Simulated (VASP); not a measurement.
Runs of VASP 6.6.1 on Zn2S. The structure is that of space group P6/mmm (No. 191), or close to it. The cells are those of the table. 

```tsv
task	cell	k mesh	cutoff (eV)	gap on the mesh (eV)	pressure (GPa)	relaxed volume (Å³/atom)
single point	a = 4.205, b = 4.205, c = 3.570 Å, angles 90.0, 90.0, 120.0°, 3 atoms	6 × 6 × 6	520	none	0.2	-
relaxation of cell and atoms	relaxed from a = 3.667, b = 3.667, c = 3.960 Å, angles 90.0, 90.0, 120.0°, 3 atoms	6 × 6 × 4	600	none	-0.1	(a)
relaxation of cell and atoms	relaxed from a = 4.205, b = 4.205, c = 3.570 Å, angles 90.0, 90.0, 120.0°, 3 atoms	12 × 12 × 14	600	none	0.0	18.26
relaxation of cell and atoms	relaxed from a = 4.148, b = 4.148, c = 3.723 Å, angles 90.0, 90.0, 120.0°, 3 atoms	6 × 6 × 6	600	none	-0.1	18.30
single point	a = 4.204, b = 4.204, c = 3.573 Å, angles 90.0, 90.0, 120.0°, 3 atoms	12 × 12 × 14	520	none	0.3	-
single point	a = 3.667, b = 3.667, c = 3.960 Å, angles 90.0, 90.0, 120.0°, 3 atoms	6 × 6 × 4	520	none	25.1	-
single point	a = 4.148, b = 4.148, c = 3.723 Å, angles 90.0, 90.0, 120.0°, 3 atoms	6 × 6 × 4	520	none	0.3	-
single point	a = 4.202, b = 4.202, c = 3.572 Å, angles 90.0, 90.0, 120.0°, 3 atoms	12 × 12 × 16	520	none	0.2	-
```

Alike in all rows: level PBE; potentials or basis VASP PAW PBE potentials, release 64 (Zn, S); no spin polarisation; smearing gaussian 0.1 eV.

Q: Fill in the values left out.

A: (a) 18.59.

Caveats: some runs use coarse meshes; the volume moved by over 15 % at a fixed basis, so the end points are rough (some runs).

A gap of «none» marks levels without a gap at the run's occupations.
